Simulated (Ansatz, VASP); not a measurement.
**One calculation of TlRh4, two programs**

```xyz
5
Lattice="-2.9606 2.9606 2.9606 2.9606 -2.9606 2.9606 2.9606 2.9606 -2.9606" Properties=species:S:1:pos:R:3 pbc="T T T"
Tl    0.0000    0.0000    0.0000
Rh    1.4803   -1.4803    1.4803
Rh    1.4803    1.4803    1.4803
Rh    1.4803    1.4803   -1.4803
Rh   -1.4803    1.4803    1.4803
```

Change from the starting cell: species swapped into the GeF4 type (I-43m, No. 217).

Alike in both runs: functional PBE; k mesh 4 × 4 × 4; occupations gaussian, width 0.1 eV; no spin polarisation.

Ansatz relaxed the structure, and its values are those at the end. VASP's run is a single point on that final structure, the one shown.

```csv
,VASP,Ansatz
version,VASP 6.6.1,Ansatz 0.2.0
potentials or method,"VASP PAW PBE potentials, release 64 (Tl_d, Rh_pv), cutoff 520 eV","scalar-relativistic, plane waves, PAW"
valence electrons in the cell,73,81
```

|  | VASP | Ansatz | Ansatz less VASP |
| --- | --- | --- | --- |
| gap on the k mesh at the Fermi level (eV) | none | none | - |
| pressure (GPa) | -0.1 | -0.2 | -0.05 |

A gap of «none» marks a metal or a gap that the smearing closes. VASP's potentials hold 73 valence electrons a cell and Ansatz's 81, so a difference there can come from the potentials and not from the codes.

The k mesh is coarse, so the values compare programs but aren't converged. Spin-orbit coupling is off throughout.
